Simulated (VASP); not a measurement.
# ZnO (P6_3mc) in VASP: a series of runs, part 3 of 3

VASP 6.6.1. Earlier steps stand in the parts before.

**5. Single point, r2SCAN**

This run uses another cell than the first one, of 11.81 Å³/atom, 1.064 times its volume.

Contents of POSCAR:

```
ZnO
1.0
    3.2351980836      0.0000000000      0.0000000000
   -1.6175990418      2.8017637266      0.0000000000
    0.0000000000      0.0000000000      5.2114015619
Zn O
2 2
Direct
    0.3333333333      0.6666666667      0.4996921304
    0.6666666667      0.3333333333     -0.0003078696
    0.6666666667      0.3333333333      0.3793178696
    0.3333333333      0.6666666667      0.8793178696
```

Contents of INCAR.step1:

```
PREC = Accurate
ENCUT = 520
ISMEAR = 0
SIGMA = 0.02
LREAL = False
LASPH = True
NELM = 100
NBANDS = 26
GGA = PE
ALGO = Normal
EDIFF = 1E-4
LWAVE = True
LCHARG = False
```

Contents of INCAR.step2:

```
PREC = Accurate
ENCUT = 520
EDIFF = 1E-6
ISMEAR = 0
SIGMA = 0.02
LREAL = False
LASPH = True
NELM = 100
ALGO = Normal
ISIF = 2
LWAVE = False
LCHARG = True
METAGGA = R2SCAN
LMIXTAU = True
LELF = True
LVHAR = True
NBANDS = 26
ISTART = 1
```

Contents of KPOINTS:

```
regular mesh
0
Gamma
  12 12 6
```

Potentials or basis: VASP PAW PBE potentials, release 64 (Zn, O).

The run is started by

```bash
> cat potpaw_PBE.64/Zn/POTCAR potpaw_PBE.64/O/POTCAR > POTCAR
> cp INCAR.step1 INCAR
> mpirun -np 1 vasp_std > vasp.out
> cp INCAR.step2 INCAR
> mpirun -np 1 vasp_std > vasp.out
```

OUTCAR:

```text
PREC = Accurate
   ENCUT = 520
   EDIFF = 1E-6
   ISMEAR = 0
   LREAL = False
   LASPH = True
   NELM = 100
   ISIF = 2
   METAGGA = R2SCAN
   ISTART = 1

 ion  position               nearest neighbor table
   1  0.333  0.667  0.500-   3 1.97   3 1.97   3 1.97   4 1.98
   2  0.667  0.333  1.000-   4 1.97   4 1.97   4 1.97   3 1.98
   3  0.667  0.333  0.379-   1 1.97   1 1.97   1 1.97   2 1.98
   4  0.333  0.667  0.879-   2 1.97   2 1.97   2 1.97   1 1.98

  LATTYP: Found a hexagonal cell.
 ALAT       =     3.2351980836
 C/A-ratio  =     1.6108446615

  Lattice vectors:

 A1 = (   3.2351980836,   0.0000000000,   0.0000000000)
 A2 = (  -1.6175990418,   2.8017637266,   0.0000000000)
 A3 = (   0.0000000000,   0.0000000000,   5.2114015619)

Analysis of symmetry for initial positions (statically):
=====================================================================
 Subroutine PRICEL returns:
 Original cell was already a primitive cell.

[... 166 lines left out ...]

 Free energy of the ion-electron system (eV)
  ---------------------------------------------------
  ext. energy  EPLUGINS =         0.00000000
  ---------------------------------------------------
  free energy    TOTEN  =       -36.31744664 eV

  energy without entropy =      -36.31744664  energy(sigma->0) =      -36.31744664

 E-fermi :   1.0281     XC(G=0): -11.7065

 val. band max:        0.9186936578   @ k =   0.0000   0.0000   0.0000
 cond. band min:       2.1534030393   @ k =   0.0000   0.0000   0.0000
 fundamental gap:      1.2347093815
 Fermi energy:         1.0280552184

 k-point     1 :       0.0000    0.0000    0.0000
  band No.  band energies     occupation
      1     -18.2269      2.00000
      2     -17.5309      2.00000
      3      -4.9396      2.00000
      4      -4.9396      2.00000
      5      -4.8831      2.00000
      6      -4.8363      2.00000
[... 685 lines left out ...]
     25      15.2091      0.00000
     26      15.8851      0.00000

 [... further k-points ...]
[... 5 lines left out ...]
  --------------------------------------------------------------------------------------
  -------------------------------------------------------------------------------------
  Total        0.2906985      0.2906985      0.3259284      0.0000000      0.0000000      0.0000000
  in kB        9.8597630      9.8597630     11.0546735      0.0000000      0.0000000      0.0000000
  external PRESSURE =      10.2580665 kB  Pullay stress =       0.0000000 kB

 VOLUME and BASIS-vectors are now :
 -----------------------------------------------------------------------------
  energy-cutoff  :      520.00
  volume of cell :       47.24
      direct lattice vectors                 reciprocal lattice vectors
     3.235198084  0.000000000  0.000000000     0.309100084  0.178459017  0.000000000
    -1.617599042  2.801763727  0.000000000     0.000000000  0.356918034  0.000000000
     0.000000000  0.000000000  5.211401562     0.000000000  0.000000000  0.191886959

 POSITION                                       TOTAL-FORCE (eV/Angst)
 -----------------------------------------------------------------------------------
     -0.00000      1.86784      2.60410         0.000000     -0.000000     -0.009900
      1.61760      0.93392      5.20980        -0.000000      0.000000     -0.009900
      1.61760      0.93392      1.97678         0.000000     -0.000000      0.009900
     -0.00000      1.86784      4.58248         0.000000     -0.000000      0.009900
 -----------------------------------------------------------------------------------
    total drift:                                0.000001      0.000001     -0.074709

  FREE ENERGIE OF THE ION-ELECTRON SYSTEM (eV)
  ---------------------------------------------------
  free  energy   TOTEN  =       -36.3174466407 eV

  energy  without entropy=      -36.3174466407  energy(sigma->0) =      -36.31744664
```

Wall time 2.8 min (1 thread of Intel Xeon Platinum 8488C (Sapphire Rapids), shared host); peak memory 0.21 GiB.

What came out:

| Quantity | Value |
| --- | --- |
| Free energy | -36.3174 eV |
| Pressure | 1.0 GPa |
| Largest force | 0.010 eV/Å |
| Band gap on the k mesh | 1.23 eV, direct |

Forces on the atoms (eV/Å):
```
Zn   0.000  0.000 -0.010
Zn   0.000  0.000 -0.010
O    0.000  0.000  0.010
O    0.000  0.000  0.010
```

Stress tensor (GPa, compression positive):
```
0.99 0.00 0.00
0.00 0.99 0.00
0.00 0.00 1.11
```

Levels at points of the mesh, in eV from the valence-band top:
```
           k point  band 15  band 16  band 17  band 18  band 19  band 20  band 21  band 22
(0.00, 0.00, 0.00)    -0.82    -0.09     0.00     0.00     1.23     5.87     8.83    13.73
(0.50, 0.00, 0.00)    -2.87    -2.34    -1.31    -0.87     6.43     7.36     8.08     9.32
(0.00, 0.00, 0.50)    -0.40    -0.40    -0.40    -0.40     3.94     3.94    10.83    10.83
(0.50, 0.00, 0.50)    -1.56    -1.56    -1.41    -1.41     6.25     6.25     9.18     9.18
```

Caveat: the PAW data sets were made with another functional, which shifts forces and pressure a little.

**6. Single point, r2SCAN (volume scaled by 1.03, then relaxed in part)**

Contents of POSCAR:

```
ZnO
1.0
    3.2672318311      0.0000000000      0.0000000000
   -1.6336159155      2.8295057658      0.0000000000
    0.0000000000      0.0000000000      5.2630029530
Zn O
2 2
Direct
    0.3333333333      0.6666666667      0.4996921304
    0.6666666667      0.3333333333     -0.0003078696
    0.6666666667      0.3333333333      0.3793178696
    0.3333333333      0.6666666667      0.8793178696
```

Contents of INCAR.step1:

```
PREC     = Accurate       # precision mode
ENCUT    = 520            # plane-wave cutoff, eV
ISMEAR   = 0              # smearing method
SIGMA    = 0.02           # smearing width, eV
LREAL    = False          # projectors in reciprocal space
LASPH    = True           # aspherical terms in the spheres
NELM     = 100            # most SCF steps
NBANDS   = 26             # bands
GGA      = PE             # functional
ALGO     = Normal         # electronic algorithm
EDIFF    = 1E-4           # SCF threshold, eV
LWAVE    = True           # write WAVECAR
LCHARG   = False          # write CHGCAR
```

Contents of INCAR.step2:

```
PREC     = Accurate       # precision mode
ENCUT    = 520            # plane-wave cutoff, eV
EDIFF    = 1E-6           # SCF threshold, eV
ISMEAR   = 0              # smearing method
SIGMA    = 0.02           # smearing width, eV
LREAL    = False          # projectors in reciprocal space
LASPH    = True           # aspherical terms in the spheres
NELM     = 100            # most SCF steps
ALGO     = Normal         # electronic algorithm
ISIF     = 2              # what is computed and relaxed
LWAVE    = False          # write WAVECAR
LCHARG   = True           # write CHGCAR
METAGGA  = R2SCAN         # meta-GGA
LMIXTAU  = True         
LELF     = True           # ELF
LVHAR    = True         
NBANDS   = 26             # bands
ISTART   = 1
```

Contents of KPOINTS:

```
Automatic mesh
0
Gamma
  12 12 6
```

Potentials or basis: VASP PAW PBE potentials, release 64 (Zn, O).

The run is started by

```bash
> cat potpaw_PBE.64/Zn/POTCAR potpaw_PBE.64/O/POTCAR > POTCAR
> cp INCAR.step1 INCAR
> mpirun -np 1 vasp_std > vasp.out
> cp INCAR.step2 INCAR
> mpirun -np 1 vasp_std > vasp.out
```

It took 2.8 min on 1 thread of Intel Xeon Platinum 8488C (Sapphire Rapids), shared host; peak memory 0.22 GiB.

It converged, with:

```
Free energy            : -36.3073 eV
Pressure               : -3.3 GPa
Largest force          : 0.017 eV/Å
Band gap on the k mesh : 1.19 eV, direct
```

Forces on the atoms (eV/Å):
```
Zn   0.000  0.000 -0.017
Zn   0.000  0.000 -0.017
O    0.000  0.000  0.017
O    0.000  0.000  0.017
```

Stress tensor (GPa, compression positive):
```
-3.30  0.00  0.00
 0.00 -3.30  0.00
 0.00  0.00 -3.22
```

Levels at points of the mesh, in eV from the valence-band top:
```
           k point  band 14  band 15  band 16  band 17  band 18  band 19  band 20  band 21  band 22  band 23
(0.00, 0.00, 0.00)    -0.78    -0.78    -0.08     0.00     0.00     1.19     5.76     8.72    13.57    13.57
(0.50, 0.00, 0.00)    -3.49    -2.78    -2.24    -1.26    -0.83     6.30     7.32     8.04     9.11    11.22
(0.00, 0.00, 0.50)    -2.22    -0.39    -0.39    -0.39    -0.39     3.86     3.86    10.70    10.70    13.87
(0.50, 0.00, 0.50)    -3.74    -1.49    -1.49    -1.36    -1.36     6.20     6.20     9.00     9.00    11.87
```

Caveat: the cell differs from its parent crystal (volume scaled by 1.03, then relaxed in part); the PAW data sets were made with another functional, which shifts forces and pressure a little.

**7. Single point, r2SCAN (volume scaled by 1.06, then relaxed in part)**

Contents of POSCAR:

```
ZnO
1.0
    3.2986494491      0.0000000000      0.0000000000
   -1.6493247245      2.8567142211      0.0000000000
    0.0000000000      0.0000000000      5.3136118552
Zn O
2 2
Direct
    0.3333333333      0.6666666667      0.4996921304
    0.6666666667      0.3333333333     -0.0003078696
    0.6666666667      0.3333333333      0.3793178696
    0.3333333333      0.6666666667      0.8793178696
```

Contents of INCAR.step1:

```
SYSTEM = ZnO
PREC = Accurate
ENCUT = 520
ISMEAR = 0
SIGMA = 0.02
LREAL = .FALSE.
LASPH = .TRUE.
NELM = 60
NBANDS = 26
GGA = PE
ALGO = Normal
EDIFF = 1E-4
LWAVE = .TRUE.
LCHARG = .FALSE.
```

Contents of INCAR.step2:

```
SYSTEM = ZnO
PREC = Accurate
ENCUT = 520
EDIFF = 1E-7
ISMEAR = 0
SIGMA = 0.02
LREAL = .FALSE.
LASPH = .TRUE.
NELM = 60
ALGO = Normal
ISIF = 2
LWAVE = .FALSE.
LCHARG = .FALSE.
METAGGA = R2SCAN
LMIXTAU = .TRUE.
NBANDS = 26
ISTART = 1
```

Contents of KPOINTS:

```
Automatic mesh
0
G
  12 12 6
  0 0 0
```

The run is started by

```bash
> cat potpaw_PBE.64/Zn/POTCAR potpaw_PBE.64/O/POTCAR > POTCAR
> cp INCAR.step1 INCAR
> mpirun -np 1 vasp_std > vasp.out
> cp INCAR.step2 INCAR
> mpirun -np 1 vasp_std > vasp.out
```

It took 5.2 min on 1 thread of Intel Xeon Platinum 8488C (Sapphire Rapids), shared host; peak memory 0.23 GiB.

The run converged. Its results:

```yaml
Free_energy: -36.2620 eV
Pressure: -6.9 GPa
Largest_force: 0.011 eV/Å
Band_gap_on_the_k_mesh: 1.14 eV, direct
```

Forces on the atoms (eV/Å):
```
Zn   0.000  0.000 -0.011
Zn   0.000  0.000 -0.011
O    0.000  0.000  0.011
O    0.000  0.000  0.011
```

Stress tensor (GPa, compression positive):
```
-6.89  0.00  0.00
 0.00 -6.89  0.00
 0.00  0.00 -6.96
```

Levels at points of the mesh, in eV from the valence-band top:
| k point | band 16 | band 17 | band 18 | band 19 | band 20 | band 21 |
| --- | --- | --- | --- | --- | --- | --- |
| (0.00, 0.00, 0.00) | -0.08 | 0.00 | 0.00 | 1.14 | 5.65 | 8.62 |
| (0.50, 0.00, 0.00) | -2.14 | -1.22 | -0.79 | 6.17 | 7.27 | 8.00 |
| (0.00, 0.00, 0.50) | -0.37 | -0.37 | -0.37 | 3.79 | 3.79 | 10.57 |
| (0.50, 0.00, 0.50) | -1.43 | -1.30 | -1.30 | 6.14 | 6.14 | 8.83 |

Caveat: the cell differs from its parent crystal (volume scaled by 1.06, then relaxed in part); the PAW data sets were made with another functional, which shifts forces and pressure a little.

**8. Summary**

| cell | gap on the mesh (eV) | pressure (GPa) | largest force (eV/Å) |
| --- | --- | --- | --- |
| a = 3.169, b = 3.169, c = 5.105 Å, angles 90.0, 90.0, 120.0°, 4 atoms | 1.33 | 12.1 | - |
| a = 3.203, b = 3.203, c = 5.159 Å, angles 90.0, 90.0, 120.0°, 4 atoms | 1.28 | 6.1 | - |
| a = 3.235, b = 3.235, c = 5.211 Å, angles 90.0, 90.0, 120.0°, 4 atoms | 1.23 | 1.0 | 0.01 |
| a = 3.267, b = 3.267, c = 5.263 Å, angles 90.0, 90.0, 120.0°, 4 atoms | 1.19 | -3.3 | 0.02 |
| a = 3.299, b = 3.299, c = 5.314 Å, angles 90.0, 90.0, 120.0°, 4 atoms | 1.14 | -6.9 | 0.01 |

Alike in all rows: task single point; level r2SCAN; potentials or basis VASP PAW PBE potentials, release 64 (Zn, O); no spin polarisation; k mesh 12 × 12 × 6; cutoff (eV) 520; smearing gaussian 0.02 eV.

Caveats: the PAW data sets were made with another functional, which shifts forces and pressure a little.

Total energies depend on the potentials used, so only differences within one code and one set of settings carry meaning.

**9. Against experiment**

Step 4. Measured gap of ZnO: 3.37 eV (quoted in “Electronic structure of alkaline earth and post-transition metal oxides”, 2009, arxiv:0908.1581). This calculation gives 1.23 eV (-2.14 eV). So large a miss can be the level of theory's own, or it may mean another phase, state or a wrong row. The value is that of r2SCAN, without temperature or zero-point motion.

Step 5. Measured gap of ZnO: 3.37 eV (quoted in “Electronic structure of alkaline earth and post-transition metal oxides”, 2009, arxiv:0908.1581). This calculation gives 1.23 eV (-2.14 eV). So large a miss can be the level of theory's own, or it may mean another phase, state or a wrong row. The value is that of r2SCAN, without temperature or zero-point motion.
